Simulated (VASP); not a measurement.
# Fe (Pm-3m) in VASP: a series of runs

Runs on Fe. Level: r2SCAN. Tasks: single point.

Program: VASP 6.6.1. These are calculated values, not measurements. Logs are shortened: lines on timing, memory, paths and dates and some standing lists are left out, and cuts for length are marked.

## (1) The cell of the first run

The structure is cubic, space group Pm-3m (No. 221). Conventional cell: a = 2.434 Å, b = 2.434 Å, c = 2.434 Å, α = 90.00°, β = 90.00°, γ = 90.00°. Fe (site symmetry m-3m) has 6 Fe at 2.43 Å within 3.2 Å.

This isn't the form of Fe at room conditions, which is bcc.

## (2) Single point, r2SCAN, collinear spin, antiferromagnetic start (14.43 Å³/atom)

File POSCAR:

```
Fe
1.0
    0.0000000000      2.4342885952      2.4342885952
    2.4342885952      0.0000000000      2.4342885952
    2.4342885952      2.4342885952      0.0000000000
Fe
2
Direct
    1.0000000000      0.0000000000      0.0000000000
    0.5000000000      0.5000000000      0.5000000000
```

File INCAR.step1:

```
SYSTEM = Fe
PREC = Accurate
ENCUT = 520
ISMEAR = -1
SIGMA = 0.05
LREAL = .False.
LASPH = .True.
NELM = 150
ISPIN = 2
MAGMOM = 2.741 -2.741
LMAXMIX = 4
NBANDS = 19
GGA = PE
ALGO = Normal
EDIFF = 1E-4
LWAVE = .True.
LCHARG = .False.
```

File INCAR.step2:

```
SYSTEM = Fe
PREC = Accurate
ENCUT = 520
EDIFF = 1E-7
ISMEAR = -1
SIGMA = 0.05
LREAL = .False.
LASPH = .True.
NELM = 150
ALGO = Normal
ISIF = 2
LWAVE = .False.
LCHARG = .False.
ISPIN = 2
MAGMOM = 2.741 -2.741
LORBIT = 11
LMAXMIX = 4
METAGGA = R2SCAN
LMIXTAU = .True.
NBANDS = 19
ISTART = 1
```

File KPOINTS:

```
regular mesh
0
Gamma
  13 13 13
  0 0 0
```

Potentials or basis: VASP PAW PBE potentials, release 64 (Fe).

On the command line:

```
cat potpaw_PBE.64/Fe/POTCAR > POTCAR
cp INCAR.step1 INCAR
mpirun -np 1 vasp_std > vasp.out
cp INCAR.step2 INCAR
mpirun -np 1 vasp_std > vasp.out
```

OUTCAR:

```text
SYSTEM = Fe
   PREC = Accurate
   ENCUT = 520
   EDIFF = 1E-7
   ISMEAR = -1
   LREAL = .False.
   LASPH = .True.
   NELM = 150
   ISIF = 2
   ISPIN = 2
   LORBIT = 11
   METAGGA = R2SCAN
   ISTART = 1

 ion  position               nearest neighbor table
   1  0.000  0.000  0.000-   2 2.43   2 2.43   2 2.43   2 2.43   2 2.43   2 2.43
   2  0.500  0.500  0.500-   1 2.43   1 2.43   1 2.43   1 2.43   1 2.43   1 2.43

  LATTYP: Found a face centered cubic cell.
 ALAT       =     4.8685771904

  Lattice vectors:

 A1 = (   0.0000000000,   2.4342885952,   2.4342885952)
 A2 = (   2.4342885952,   0.0000000000,   2.4342885952)
 A3 = (   2.4342885952,   2.4342885952,   0.0000000000)

Analysis of symmetry for initial positions (statically):
=====================================================================
 Subroutine PRICEL returns following result:

  LATTYP: Found a simple cubic cell.
 ALAT       =     2.4342885952

  Lattice vectors:

 A1 = (  -2.4342885952,   0.0000000000,   0.0000000000)
 A2 = (   0.0000000000,   0.0000000000,   2.4342885952)
 A3 = (   0.0000000000,   2.4342885952,   0.0000000000)

   2 primitive cells build up your supercell.

 Routine SETGRP: Setting up the symmetry group for a
 face centered cubic supercell.

 Subroutine GETGRP returns: Found 48 space group operations
 (whereof 48 operations were pure point group operations)
 out of a pool of 48 trial point group operations.

The static configuration has the point symmetry O_h .

Analysis of symmetry for dynamics (positions and initial velocities):
=====================================================================
 Subroutine PRICEL returns following result:

  LATTYP: Found a simple cubic cell.
 ALAT       =     2.4342885952

  Lattice vectors:

 A1 = (  -2.4342885952,   0.0000000000,   0.0000000000)
 A2 = (   0.0000000000,   0.0000000000,   2.4342885952)
 A3 = (   0.0000000000,   2.4342885952,   0.0000000000)

   2 primitive cells build up your supercell.

 Routine SETGRP: Setting up the symmetry group for a
 face centered cubic supercell.

 Subroutine GETGRP returns: Found 48 space group operations
 (whereof 48 operations were pure point group operations)
 out of a pool of 48 trial point group operations.

The dynamic configuration has the point symmetry O_h .

Analysis of structural, dynamic, and magnetic symmetry:
=====================================================================
 Subroutine PRICEL returns following result:

  LATTYP: Found a simple cubic cell.
 ALAT       =     2.4342885952

  Lattice vectors:

 A1 = (  -2.4342885952,   0.0000000000,   0.0000000000)
 A2 = (   0.0000000000,   0.0000000000,   2.4342885952)
 A3 = (   0.0000000000,   2.4342885952,   0.0000000000)

   2 primitive cells build up your supercell.

 Routine SETGRP: Setting up the symmetry group for a
 face centered cubic supercell.

 Subroutine GETGRP returns: Found 48 space group operations
 (whereof 48 operations were pure point group operations)
 out of a pool of 48 trial point group operations.

The overall configuration has the point symmetry O_h .

 Subroutine INISYM returns: Found 48 space group operations
 (whereof 48 operations are pure point group operations),
 and found     2 'primitive' translations

----------------------------------------------------------------------------------------

                                     Primitive cell

  volume of cell :      14.4250

  direct lattice vectors                    reciprocal lattice vectors
    -2.434288595  0.000000000  0.000000000    -0.410797636  0.000000000  0.000000000
     0.000000000  0.000000000  2.434288595     0.000000000  0.000000000  0.410797636
     0.000000000  2.434288595  0.000000000     0.000000000  0.410797636  0.000000000

  length of vectors
     2.434288595  2.434288595  2.434288595     0.410797636  0.410797636  0.410797636

  position of ions in fractional coordinates (direct lattice)
     0.000000000  0.000000000  0.000000000

  ion indices of the primitive-cell ions
   primitive index   ion index
                 1           1

----------------------------------------------------------------------------------------

 KPOINTS: regular mesh

Automatic generation of k-mesh.
 Grid dimensions read from file:
 generate k-points for:   13   13   13

 Generating k-lattice:

  Cartesian coordinates                     Fractional coordinates (reciprocal lattice)
    -0.015799909  0.015799909  0.015799909     0.076923077  0.000000000  0.000000000
     0.015799909 -0.015799909  0.015799909     0.000000000  0.076923077  0.000000000
     0.015799909  0.015799909 -0.015799909     0.000000000  0.000000000  0.076923077

  Length of vectors
     0.027366245  0.027366245  0.027366245

  Shift w.r.t. Gamma in fractional coordinates (k-lattice)
     0.000000000  0.000000000  0.000000000

 Subroutine IBZKPT returns following result:
 ===========================================

 Found     84 irreducible k-points:

 Following reciprocal coordinates:
            Coordinates               Weight
  0.000000  0.000000  0.000000      1.000000
  0.076923  0.000000  0.000000      8.000000
  0.153846  0.000000  0.000000      8.000000
  0.230769  0.000000  0.000000      8.000000
  0.307692  0.000000  0.000000      8.000000
  0.384615  0.000000  0.000000      8.000000
[... 16 lines left out ...]
  0.384615  0.153846  0.000000     24.000000
  0.461538  0.153846  0.000000     24.000000
 [... further k-points ...]
   k-points           NKPTS =     84   k-points in BZ     NKDIM =     84   number of bands    NBANDS=     19
   number of dos      NEDOS =    301   number of ions     NIONS =      2
   total plane-waves  NPLWV =  21952
   dimension x,y,z NGX =    28 NGY =   28 NGZ =   28
   dimension x,y,z NGXF=    56 NGYF=   56 NGZF=   56
   ions per type =               2
   NGX,Y,Z   is equivalent  to a cutoff of  13.52, 13.52, 13.52 a.u.
   NGXF,Y,Z  is equivalent  to a cutoff of  27.04, 27.04, 27.04 a.u.
 SYSTEM =  Fe
   PREC   = accura    normal or accurate (medium, high low for compatibility)
   ISTART =      1    job   : 0-new  1-cont  2-samecut
   ICHARG =      0    charge: 1-file 2-atom 10-const
   ISPIN  =      2    spin polarized calculation?
   LNONCOLLINEAR =      F non collinear calculations
   LSORBIT =      F    spin-orbit coupling
   LASPH  =      T    aspherical Exc in radial PAW
   ENCUT  =  520.0 eV  38.22 Ry    6.18 a.u.   6.40  6.40  6.40*2*pi/ulx,y,z
   NELM   =    150;   NELMIN=  2; NELMDL=  0     # of ELM steps
   EDIFF  = 0.1E-06   stopping-criterion for ELM
   LREAL  =      F    real-space projection
   EDIFFG = 0.1E-05   stopping-criterion for IOM
   NSW    =      0    number of steps for IOM
   IBRION =     -1    ionic relax: 0-MD 1-quasi-New 2-CG
   NFREE  =      0    steps in history (QN), initial steepest desc. (CG)
   ISIF   =      2    stress and relaxation
   ISYM   =      2    0-nonsym 1-usesym 2-fastsym
   POTIM  = 0.5000    time-step for ionic-motion
   TEBEG  =    0.0;   TEEND  =   0.0 temperature during run
   PSTRESS=    0.0 pullay stress
   NELECT =      16.0000    total number of electrons
   NUPDOWN=      -1.0000    fix difference up-down
   EMIN   =  10.00;   EMAX   =-10.00  energy-range for DOS
   EFERMI =   0.00;   METHOD = LEGACY
   ISMEAR =    -1;   SIGMA  =   0.05  broadening in eV -4-tet -1-fermi 0-gaus
   EFERMI_NEDOS =   21; number of points for ismear=-14 and -15
   IALGO  =     38    algorithm
   IMIX   =      4    mixing-type and parameters
     AMIX     =   0.40;   BMIX     =  1.00
     AMIX_MAG =   1.60;   BMIX_MAG =  1.00
  volume/ion in A,a.u.               =      14.43        97.34
  Fermi-wavevector in a.u.,A,eV,Ry     =   1.345032  2.541743 24.614467  1.809112
  Thomas-Fermi vector in A             =   2.472978
   LORBIT       =     11    0 simple, 1 ext, 2 COOP (PROOUT), +10 PAW based schemes
   METAGGA = R2SCAN    functional components
   LHFCALC =     F    Hartree Fock is set to
   AEXX    =    0.0000 exact exchange contribution
   IVDW    =     0    specifies the selected vdW correction
   LEPSILON=     F    determine dielectric tensor
   LRPA    =     F    only Hartree local field effects (RPA)
 spin polarized calculation
  energy-cutoff  :      520.00
  volume of cell :       28.85
 maximum number of plane-waves:       793
 NGX is ok and might be reduce to    28
   NGX = 13   NGY = 13   NGZ = 13

 number of electron      16.0000008 magnetization       0.0000000

 number of electron      16.0000008 magnetization      -0.0000000

 Free energy of the ion-electron system (eV)
  ---------------------------------------------------
  ext. energy  EPLUGINS =         0.00000000
  ---------------------------------------------------
  free energy    TOTEN  =       -26.49512429 eV

  energy without entropy =      -26.47899312  energy(sigma->0) =      -26.48705871

 E-fermi :   4.5143     XC(G=0): -12.6332

 val. band max:        4.5011318768   @ k =  -0.3077   0.4615   0.2308
 cond. band min:       4.5238165231   @ k =  -0.2308   0.3846   0.1538
 fundamental gap:      0.0226846463
 Fermi energy:         4.5143184506

 spin component 1

 k-point     1 :       0.0000    0.0000    0.0000
  band No.  band energies     occupation
      1      -3.8112      1.00000
      2       0.2451      1.00000
      3       0.2451      1.00000
      4       0.2455      1.00000
      5       0.3391      1.00000
      6       0.3404      1.00000
[... 11 lines left out ...]
     18      20.5162      0.00000
     19      23.1008      0.00000

 k-point     2 :       0.0769    0.0000    0.0000
  band No.  band energies     occupation
      1      -3.6829      1.00000
      2       0.2354      1.00000
      3       0.2793      1.00000
      4       0.2796      1.00000
      5       0.3784      1.00000
      6       0.3796      1.00000
[... 11 lines left out ...]
     18      21.5084      0.00000
     19      22.3630      0.00000

 k-point     3 :       0.1538    0.0000    0.0000
  band No.  band energies     occupation
      1      -3.3037      1.00000
      2       0.2124      1.00000
      3       0.3686      1.00000
      4       0.3689      1.00000
      5       0.5026      1.00000
      6       0.5038      1.00000
[... 434 lines left out ...]
      1      -1.2939      1.00000
      2       0.0214      1.00000
      3       0.7347      1.00000
      4       0.7519      1.00000
      5       1.0398      1.00000
      6       1.4085      1.00000
[... 11 lines left out ...]
     18      22.1596      0.00000
     19      23.1309      0.00000

 k-point    24 :       0.4615    0.1538    0.0000
  band No.  band energies     occupation
      1      -0.6309      1.00000
      2       0.1969      1.00000
      3       0.8092      1.00000
      4       0.8430      1.00000
      5       1.2687      1.00000
      6       1.7660      1.00000
[... 11 lines left out ...]
     18      21.7916      0.00000
     19      23.6597      0.00000

 [... further k-points ...]

 spin component 2

 k-point     1 :       0.0000    0.0000    0.0000
  band No.  band energies     occupation
      1      -3.8112      1.00000
      2       0.2451      1.00000
      3       0.2451      1.00000
      4       0.2455      1.00000
      5       0.3391      1.00000
      6       0.3404      1.00000
[... 11 lines left out ...]
     18      20.5162      0.00000
     19      23.1003      0.00000

 k-point     2 :       0.0769    0.0000    0.0000
  band No.  band energies     occupation
      1      -3.6829      1.00000
      2       0.2354      1.00000
      3       0.2793      1.00000
      4       0.2796      1.00000
      5       0.3784      1.00000
      6       0.3796      1.00000
[... 11 lines left out ...]
     18      21.5084      0.00000
     19      22.3632      0.00000

 k-point     3 :       0.1538    0.0000    0.0000
  band No.  band energies     occupation
      1      -3.3037      1.00000
      2       0.2124      1.00000
      3       0.3686      1.00000
      4       0.3689      1.00000
      5       0.5026      1.00000
      6       0.5038      1.00000
[... 434 lines left out ...]
      1      -1.2939      1.00000
      2       0.0214      1.00000
      3       0.7347      1.00000
      4       0.7519      1.00000
      5       1.0398      1.00000
      6       1.4085      1.00000
[... 11 lines left out ...]
     18      22.1596      0.00000
     19      23.1309      0.00000

 k-point    24 :       0.4615    0.1538    0.0000
  band No.  band energies     occupation
      1      -0.6309      1.00000
      2       0.1969      1.00000
      3       0.8092      1.00000
      4       0.8430      1.00000
      5       1.2687      1.00000
      6       1.7660      1.00000
[... 11 lines left out ...]
     18      21.7916      0.00000
     19      23.6597      0.00000

 [... further k-points ...]
[... 5 lines left out ...]
  --------------------------------------------------------------------------------------
  -------------------------------------------------------------------------------------
  Total       -0.0647180     -0.0647180     -0.0647180      0.0000000     -0.0000000     -0.0000000
  in kB       -3.5940922     -3.5940922     -3.5940922      0.0000000     -0.0000000     -0.0000000
  external PRESSURE =      -3.5940922 kB  Pullay stress =       0.0000000 kB

 VOLUME and BASIS-vectors are now :
 -----------------------------------------------------------------------------
  energy-cutoff  :      520.00
  volume of cell :       28.85
      direct lattice vectors                 reciprocal lattice vectors
     0.000000000  2.434288595  2.434288595    -0.205398818  0.205398818  0.205398818
     2.434288595  0.000000000  2.434288595     0.205398818 -0.205398818  0.205398818
     2.434288595  2.434288595  0.000000000     0.205398818  0.205398818 -0.205398818

 POSITION                                       TOTAL-FORCE (eV/Angst)
 -----------------------------------------------------------------------------------
      0.00000      0.00000      0.00000         0.000000      0.000000      0.000000
      2.43429      2.43429      2.43429        -0.000000     -0.000000     -0.000000
 -----------------------------------------------------------------------------------
    total drift:                                0.000000      0.000000      0.000000

  FREE ENERGIE OF THE ION-ELECTRON SYSTEM (eV)
  ---------------------------------------------------
  free  energy   TOTEN  =       -26.4951242920 eV

  energy  without entropy=      -26.4789931208  energy(sigma->0) =      -26.48705871

 total charge

# of ion       s       p       d       tot
------------------------------------------
    1        0.498   0.461   6.083   7.042
    2        0.498   0.461   6.083   7.042
--------------------------------------------------
tot          0.996   0.923  12.166  14.084

 magnetization (x)

# of ion       s       p       d       tot
------------------------------------------
    1        0.084   0.055   2.694   2.832
    2       -0.084  -0.055  -2.694  -2.832
--------------------------------------------------
tot          0.000  -0.000   0.000  -0.000
```

Run time: 11 min. Hardware: 1 thread of Intel Xeon 8259CL, shared host; peak memory 0.23 GiB.

What came out:

```yaml
Free_energy: -26.4951 eV
Pressure: -0.4 GPa
Band_gap_on_the_k_mesh: zero (filled and empty bands overlap)
Net_moment: 0.00 μB per cell
Site_moments: Fe +2.83, -2.83 μB
Valence_electrons_inside_the_program's_atomic_spheres: Fe 7.04
```

Caveat: the antiferromagnetic order is the one typed at the start, and another may lie lower; the PAW data sets were made with another functional, which shifts forces and pressure a little.

## (3) Single point, r2SCAN, collinear spin, antiferromagnetic start (15.00 Å³/atom)

This run uses another cell than the first one, of 15.00 Å³/atom.

File POSCAR:

```
Fe
1.0
    0.0000000000      2.4663223818      2.4663223818
    2.4663223818      0.0000000000      2.4663223818
    2.4663223818      2.4663223818      0.0000000000
Fe
2
Direct
    1.0000000000      0.0000000000      0.0000000000
    0.5000000000      0.5000000000      0.5000000000
```

File INCAR.step1:

```
SYSTEM = Fe
PREC = Accurate
ENCUT = 520
ISMEAR = -1
SIGMA = 0.05
LREAL = .FALSE.
LASPH = .TRUE.
NELM = 150
ISPIN = 2
MAGMOM = 2.741 -2.741
LMAXMIX = 4
NBANDS = 19
GGA = PE
ALGO = Normal
EDIFF = 1E-4
LWAVE = .TRUE.
LCHARG = .FALSE.
```

File INCAR.step2:

```
SYSTEM = Fe
PREC = Accurate
ENCUT = 520
EDIFF = 1E-6
ISMEAR = -1
SIGMA = 0.05
LREAL = .FALSE.
LASPH = .TRUE.
NELM = 150
ALGO = Normal
ISIF = 2
LWAVE = .FALSE.
LCHARG = .TRUE.
ISPIN = 2
MAGMOM = 2.741 -2.741
LORBIT = 11
LMAXMIX = 4
METAGGA = R2SCAN
LMIXTAU = .TRUE.
LELF = .TRUE.
LVHAR = .TRUE.
NBANDS = 19
ISTART = 1
```

File KPOINTS:

```
regular mesh
0
G
  13 13 13
  0 0 0
```

Potentials or basis: VASP PAW PBE potentials, release 64 (Fe).

On the command line:

```
cat potpaw_PBE.64/Fe/POTCAR > POTCAR
cp INCAR.step1 INCAR
mpirun -np 1 vasp_std > vasp.out
cp INCAR.step2 INCAR
mpirun -np 1 vasp_std > vasp.out
```

Wall time 10 min (1 thread of Intel Xeon 8259CL, shared host); peak memory 0.23 GiB.

It converged, with:

```yaml
Free_energy: -26.4797 eV
Pressure: -3.8 GPa
Band_gap_on_the_k_mesh: zero (filled and empty bands overlap)
Net_moment: 0.00 μB per cell
Site_moments: Fe +2.88, -2.88 μB
Valence_electrons_inside_the_program's_atomic_spheres: Fe 6.99
```

Levels at points of the mesh, in eV from the Fermi level:
Spin up:
```
           k point  band 6  band 7  band 8  band 9  band 10  band 11
(0.00, 0.00, 0.00)   -4.04    0.76    0.77    1.25     1.25     1.25
```
Spin down:
```csv
k point,band 5,band 6,band 7,band 8,band 9,band 10,band 11,band 12
"(0.00, 0.00, 0.00)",-4.04,-4.04,0.76,0.77,1.25,1.25,1.25,10.53
```

Caveat: the cell stands under tension; the antiferromagnetic order is the one typed at the start, and another may lie lower; the PAW data sets were made with another functional, which shifts forces and pressure a little.

The gap in the log of VASP goes by the Fermi energy; the results here count the filled bands.